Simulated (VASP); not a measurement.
Runs of VASP 6.6.1 on Si. The structure is that of space group P4_132 (No. 213), or close to it. The cells are those of the table. 

```tsv
task	cell	k mesh	cutoff (eV)	smearing	gap on the mesh (eV)	pressure (GPa)	relaxed volume (Å³/atom)
single point	a = 3.843 Å, 4 atoms	4 × 4 × 4	520	gaussian 0.1 eV	none	25.6	-
single point	a = 4.110 Å, 4 atoms	12 × 12 × 12	520	gaussian 0.1 eV	none	-0.1	-
single point	a = 4.136 Å, 4 atoms	4 × 4 × 4	520	gaussian 0.1 eV	none	(a)	-
relaxation of cell and atoms	relaxed from a = 4.136 Å, 4 atoms	12 × 12 × 12	600	gaussian 0.1 eV	none	0.0	17.35
single point	a = 4.110 Å, 4 atoms	12 × 12 × 12	520	fermi-dirac 0.1 eV	none	-0.1	-
relaxation of cell and atoms	relaxed from a = 3.843 Å, 4 atoms	4 × 4 × 4	600	gaussian 0.1 eV	none	0.0	17.66
```

Alike in all rows: level PBE; potentials or basis VASP PAW PBE potentials, release 64 (Si); no spin polarisation.

Question: Estimate the missing entries.

Answer: (a) -0.2.

Caveats: some runs use coarse meshes; the volume moved by over 15 % at a fixed basis, so the end points are rough (some runs).

A gap of «none» marks levels without a gap at the run's occupations.
